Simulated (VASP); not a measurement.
# CdS (zincblende), PBE single-point calculation: Ansatz's output and VASP's

```xyz
2
Lattice="0.0000 2.9392 2.9392 2.9392 0.0000 2.9392 2.9392 2.9392 0.0000" Properties=species:S:1:pos:R:3 pbc="T T T"
Cd    0.0000    0.0000    0.0000
S     1.4696    1.4696    1.4696
```

Ansatz printed

```
SCF 1 converged in 6 iterations: F = -9157.823140 eV  dr2 = 2.39e-9
  greatest PAW one-centre occupation: 1.000 electrons in one spin orbital (limit 2), on the Cd atom at site 0 (counted from 0), in its partial waves of l = 0
NSCF: frozen V_eff on 6 k-points
SCF converged after 6 iterations
Free energy (F): -9157.823140 eV
Harris-Foulkes:  -9157.823140 eV  (|F-HF|=2.02e-9)
Internal energy: -9157.823140 eV  (E = F + TS)
E sigma→0 (E₀):  -9157.823140 eV
Fermi energy:    7.144007 eV
--- Per-component energies (eV) ---
  E_band       = -513.541643
  E_kinetic    = 611.430617
  E_local      = -4046.727570  (includes V_loc(G=0)·N_el)
  E_nonlocal   = 62.170634
  E_hartree    = 1856.906363
  E_xc         = -273.695921
  E_vxc        = -308.839967  (∫ρ·V_xc dr)
  E_paw        = -4683.830619  (= ΣΔE_a)
  E_vpaw       = -545.387205  (= ΣTr[D̂ρ^β])
  E_aug_tail   = 0.000016  (compensation charges beyond the density's cutoff)
  E_ewald      = -2684.076660
  E_smearing   = -0.000000  (= −TS)
  E_closure    = 0.000000  (closes the sum)
  Σ components = -9157.823140   (vs F -9157.823140, Δ=0.00e0)
--- Forces (eV/Å), atoms counted from 1 ---
  atom   1  Cd     0.00000000    -0.00000000    -0.00000000
  atom   2  S     -0.00000000     0.00000000     0.00000000
  max |Σ_I F_I| component: 9.25e-17 eV/Å
--- Stress (GPa, compression-positive) ---
        1.385188       0.000000       0.000000
        0.000000       1.385188       0.000000
       -0.000000       0.000000       1.385188
  P = ⅓ Tr σ = 1.3852 GPa (13.852 kbar)
--- Band table (eV; the first three rows and the last of 29) ---
  k-point 0: bands = ["-94.6702", "-55.7422", "-55.7422", "-55.7422", "-5.6402", "-1.0551", "-1.0551", "-1.0551", "-0.6057", "-0.6057", "6.5852", "6.5852", "6.5852", "7.6805", "13.1155", "13.1155", "13.1155"]
  k-point 1: bands = ["-94.6702", "-55.7423", "-55.7422", "-55.7422", "-5.5809", "-1.0339", "-1.0339", "-1.0023", "-0.6066", "-0.6066", "5.5786", "6.4690", "6.4690", "8.5148", "12.8500", "13.3073", "13.3073"]
  k-point 2: bands = ["-94.6702", "-55.7425", "-55.7423", "-55.7423", "-5.4372", "-0.9881", "-0.9881", "-0.8159", "-0.6016", "-0.6016", "4.1514", "6.2067", "6.2067", "9.3148", "12.8327", "13.6053", "13.6053"]
  k-point 28: bands = ["-94.6702", "-55.7427", "-55.7426", "-55.7425", "-5.1105", "-0.8342", "-0.8190", "-0.6424", "-0.5977", "-0.0129", "2.7997", "4.4246", "4.4823", "11.9096", "12.0187", "13.7639", "14.6202"]
```

Datasets and cutoffs are each program's own. VASP's cell holds 18 valence electrons and Ansatz's 26. Ansatz's stress includes a Pulay correction; VASP's doesn't.

Task: What does VASP give for the same cell and level of theory?

Result: gap between bands v and c 1.10 eV; least direct gap 1.10 eV; pressure 1.7 GPa.

From OUTCAR

```
k-points           NKPTS =     29   k-points in BZ     NKDIM =     29   number of bands    NBANDS=     16

   NELECT =      18.0000    total number of electrons

   dimension x,y,z NGX =    32 NGY =   32 NGZ =   32
   dimension x,y,z NGXF=    64 NGYF=   64 NGZF=   64

  energy-cutoff  :      520.00
  volume of cell :       50.78
      direct lattice vectors                 reciprocal lattice vectors
     0.000000000  2.939214843  2.939214843    -0.170113458  0.170113458  0.170113458
     2.939214843  0.000000000  2.939214843     0.170113458 -0.170113458  0.170113458
     2.939214843  2.939214843  0.000000000     0.170113458  0.170113458 -0.170113458

 k-points in reciprocal lattice and weights: KPOINTS created by Atomic Simulation Env
   0.00000000  0.00000000  0.00000000       0.002
   0.12500000  0.00000000  0.00000000       0.016
   0.25000000  0.00000000  0.00000000       0.016
   0.37500000  0.00000000  0.00000000       0.016
   0.50000000  0.00000000  0.00000000       0.008
   0.12500000  0.12500000  0.00000000       0.012
   0.25000000  0.12500000  0.00000000       0.047
   0.37500000  0.12500000  0.00000000       0.047
   ...

 E-fermi :   1.5256

 k-point     1 :       0.0000    0.0000    0.0000
  band No.  band energies     occupation
      1     -11.1119      2.00000
      2      -6.5290      2.00000
      3      -6.5290      2.00000
      4      -6.5290      2.00000
      5      -6.0803      2.00000
      6      -6.0803      2.00000
      7       1.1176      2.00000
      8       1.1176      2.00000
      9       1.1176      2.00000
     10       2.2159      0.00000
     11       7.6679      0.00000
     12       7.6679      0.00000
     13       7.6679      0.00000
     14      12.4289      0.00000
     15      12.5624      0.00000
     16      12.5624      0.00000

 k-point     2 :       0.1250    0.0000    0.0000
  band No.  band energies     occupation
      1     -11.0530      2.00000
      2      -6.5078      2.00000
      3      -6.5078      2.00000
      4      -6.4762      2.00000
      5      -6.0813      2.00000
      6      -6.0813      2.00000
      7       0.1074      2.00000
      8       1.0010      2.00000
      9       1.0010      2.00000
     10       3.0528      0.00000
     11       7.4040      0.00000
     12       7.8612      0.00000
     13       7.8612      0.00000
     14      11.9742      0.00000
     15      11.9742      0.00000
     16      13.0266      0.00000

 k-point     3 :       0.2500    0.0000    0.0000
  band No.  band energies     occupation
      1     -10.9099      2.00000
      2      -6.4620      2.00000
      3      -6.4620      2.00000
      4      -6.2898      2.00000
      5      -6.0762      2.00000
      6      -6.0762      2.00000
      7      -1.3223      2.00000
      8       0.7383      2.00000
      9       0.7383      2.00000
     10       3.8513      0.00000
     11       7.3930      0.00000
     12       8.1596      0.00000
     13       8.1596      0.00000
     14      11.7402      0.00000
     15      11.7402      0.00000
     16      12.3943      0.00000

 k-point     4 :       0.3750    0.0000    0.0000
  band No.  band energies     occupation
      1     -10.7669      2.00000
      2      -6.4266      2.00000
      3      -6.4266      2.00000
      4      -6.0575      2.00000
      5      -6.0575      2.00000
      6      -5.9553      2.00000
      7      -2.5740      2.00000
      8       0.4953      2.00000
      9       0.4953      2.00000
     10       4.0861      0.00000
     11       8.0728      0.00000
     12       8.1811      0.00000
     13       8.1811      0.00000
     14      12.0297      0.00000
     15      12.5784      0.00000
     16      12.5784      0.00000

 k-point     5 :       0.5000    0.0000    0.0000
  band No.  band energies     occupation
      1     -10.7081      2.00000
      2      -6.4158      2.00000
      3      -6.4158      2.00000
      4      -6.0450      2.00000
      5      -6.0450      2.00000
      6      -5.7205      2.00000
      7      -3.1454      2.00000
      8       0.3990      2.00000
      9       0.3990      2.00000
     10       4.0974      0.00000
     11       8.1279      0.00000
     12       8.1279      0.00000
     13       8.5254      0.00000
     14      12.1337      0.00000
     15      13.6153      0.00000
     16      13.6153      0.00000

 k-point     6 :       0.1250    0.1250    0.0000
  band No.  band energies     occupation
      1     -11.0334      2.00000
      2      -6.4874      2.00000
      3      -6.4874      2.00000
      4      -6.4854      2.00000
      5      -6.0952      2.00000
      6      -6.0685      2.00000
      7       0.1008      2.00000
      8       0.8061      2.00000
      9       0.8061      2.00000
     10       3.3463      0.00000
     11       6.9938      0.00000
     12       8.1083      0.00000
     13       8.1083      0.00000
     14      10.9662      0.00000
     15      12.6659      0.00000
     16      13.6316      0.00000

 ...

  Total        0.5417268      0.5417268      0.5417268     -0.0000000     -0.0000000     -0.0000000
  in kB       17.0909765     17.0909765     17.0909765     -0.0000000     -0.0000000     -0.0000000
  external PRESSURE =      17.0909765 kB  Pullay stress =       0.0000000 kB

 POSITION                                       TOTAL-FORCE (eV/Angst)
 -----------------------------------------------------------------------------------
      0.00000      0.00000      0.00000         0.000000      0.000000     -0.000000
      1.46961      1.46961      1.46961        -0.000000     -0.000000      0.000000
 -----------------------------------------------------------------------------------
    total drift:                               -0.000000     -0.000000     -0.000000

  FREE ENERGIE OF THE ION-ELECTRON SYSTEM (eV)
  ---------------------------------------------------
  free  energy   TOTEN  =        -6.1392638728 eV

  energy  without entropy=       -6.1392638728  energy(sigma->0) =       -6.13926387
```

VASP's potentials hold 18 valence electrons a cell and Ansatz's 26, so a difference between the two programs can come from the potentials and not from the codes.
